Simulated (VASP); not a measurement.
Sn3Bi, 4 atoms in the cell. It takes space group Fm-3m (No. 225, cubic). The conventional cell has a = 7.559 Å, b = 7.559 Å, c = 7.559 Å, α = 90.00°, β = 90.00°, γ = 90.00°. Within 4.3 Å of Sn (site symmetry m-3m) lie 8 Sn at 3.27 Å and 6 Bi at 3.78 Å. Sn (site symmetry -43m) has 10 Sn at 3.27 to 3.78 Å and 4 Bi at 3.27 Å within 4.3 Å. Within 4.3 Å of Bi (site symmetry m-3m) lie 14 Sn at 3.27 to 3.78 Å. 

```yaml
Program: VASP 6.6.1
Task: single point
Functional: PBEsol
Potentials_or_basis: VASP PAW PBE potentials, release 64 (Sn_d, Bi_d)
Cutoff: 520 eV
k_mesh: 5 × 5 × 5
Occupations: fermi-dirac, width 0.1 eV
Spin: no spin polarisation
Dipole_correction: no
Further_INCAR_settings: ALGO = Normal; EDIFF = 1e-06; NBANDS = 36
```

Potentials or basis: VASP PAW PBE potentials, release 64 (Sn_d, Bi_d).

Command:

```sh
$ cat potpaw_PBE.64/Sn_d/POTCAR potpaw_PBE.64/Bi_d/POTCAR > POTCAR
$ mpirun -np 1 vasp_std > vasp.out
```

Hardware: 1 thread of AMD EPYC 7R13 Processor (Zen 3) (shared host).

Question: Estimate the wall time of this run.

Answer: It took 33 s on 1 thread of AMD EPYC 7R13 Processor (Zen 3), on a shared host, peak memory 0.22 GiB. Counts: scf iterations 13, k points 10.
